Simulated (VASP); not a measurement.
Input of a VASP 6.6.1 run:

File INCAR:

```
SYSTEM = Mo
PREC = Accurate
ENCUT = 600
EDIFF = 1E-6
ISMEAR = -1
SIGMA = 0.05
LREAL = .False.
LASPH = .True.
NELM = 60
ALGO = Normal
ISIF = 3
LWAVE = .False.
LCHARG = .False.
GGA = RE
IVDW = 12
IBRION = 2
NSW = 80
EDIFFG = -0.005
```

Contents of KPOINTS:

```
regular mesh
0
Gamma
  12 12 12
  0 0 0
```

The input POSCAR:

```
Mo
1.0
   -1.5838089719      1.5838089719      1.5838089719
    1.5838089719     -1.5838089719      1.5838089719
    1.5838089719      1.5838089719     -1.5838089719
Mo
1
Direct
    0.0000000000      0.0000000000      0.0000000000
```

Potentials or basis: VASP PAW PBE potentials, release 64 (Mo_sv).

The run is started by

```bash
$ cat potpaw_PBE.64/Mo_sv/POTCAR > POTCAR
$ mpirun -np 1 vasp_std > vasp.out
```

(1) Predict the relaxed volume.

(2) What does it give for the band gap on the k mesh?

(3) What does it give for the dispersion energy per atom?

## Answers

(1) 15.11 Å³/atom.

(2) zero (band 7 reaches 17.36 eV, above the bottom of band 8 at 11.76 eV).

(3) -1.381 eV.

Caveat: the PAW data sets were made with another functional, which shifts forces and pressure a little; pairwise dispersion overbinds metals, which lowers pressure and volume.
